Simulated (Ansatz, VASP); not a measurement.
**Hf in VASP and in Ansatz**

INCAR

```
SYSTEM = Hf
PREC     = Accurate       ! precision mode
ENCUT    = 500            ! plane-wave cutoff, eV
EDIFF    = 1E-7           ! SCF threshold, eV
ISMEAR   = 0              ! smearing method
SIGMA    = 0.1            ! smearing width, eV
LREAL    = .FALSE.        ! projectors in reciprocal space
LASPH    = .TRUE.         ! aspherical terms in the spheres
NELM     = 120            ! most SCF steps
ALGO     = Normal         ! electronic algorithm
ISIF     = 3              ! what is computed and relaxed
LWAVE    = .FALSE.        ! write WAVECAR
LCHARG   = .FALSE.        ! write CHGCAR
GGA      = PS             ! functional
IBRION   = 2              ! ionic algorithm
NSW      = 70             ! ionic steps
EDIFFG   = -0.005         ! ionic threshold
GGA_COMPAT= .FALSE.      
NELMIN   = 4
```

File KPOINTS:

```
Automatic mesh
0
G
  15 15 8
  0 0 0
```

Contents of POSCAR:

```
Hf
1.0
    3.2046233997      0.0000000000      0.0000000000
   -1.6023116998      2.7752852737      0.0000000000
    0.0000000000      0.0000000000      5.0676571121
Hf
2
Direct
    0.3333333333      0.6666666667      0.2500000000
    0.6666666667      0.3333333333      0.7500000000
```

Input for Ansatz:

```yaml
crystal:
  lattice:
    - [3.2046233997, 0.0, 0.0]
    - [-1.6023116998, 2.7752852737, 0.0]
    - [0.0, 0.0, 5.0676571121]
  atoms:
    - { symbol: Hf, position: [0.3333333333, 0.6666666667, 0.25] }
    - { symbol: Hf, position: [0.6666666667, 0.3333333333, 0.75] }
basis:
  ecutwfc: 420
kpoints:
  mp_grid: { grid: [15, 15, 8] }
hamiltonian:
  xc: pbesol
scf:
  occupations: { method: gaussian, width: 0.1 }
output:
  forces: true
  stress: true
  eigenvalues: true
relax:
  adjacent_minimum: "off"
  f_tol: 0.005
  max_steps: 50
  cell: { stress_tol: 0.05 }
```

Alike in both runs: task relaxation of cell and atoms; functional PBEsol; k mesh 15 × 15 × 8; occupations gaussian, width 0.1 eV; no spin polarisation.

|  | VASP | Ansatz |
| --- | --- | --- |
| version | VASP 6.6.1 | Ansatz 0.2.0 |
| potentials or method | VASP PAW PBE potentials, release 64 (Hf_pv), cutoff 500 eV | scalar-relativistic, plane waves, PAW |
| valence electrons in the cell | 20 | 52 |

```tsv
	VASP	Ansatz	Ansatz less VASP
gap on the k mesh at the Fermi level, each at its own relaxed structure (eV)	none	none	-
relaxed volume (Å³/atom)	21.54	21.61	+0.067
relaxed cell length with the largest relative difference (Å)	4.989	4.996	+0.0075
```

VASP's potentials were made for PBE, not for PBEsol. A gap of «none» marks a metal or a gap that the smearing closes. VASP's potentials hold 20 valence electrons a cell and Ansatz's 52, so a difference there can come from the potentials and not from the codes.

Spin-orbit coupling is off throughout.
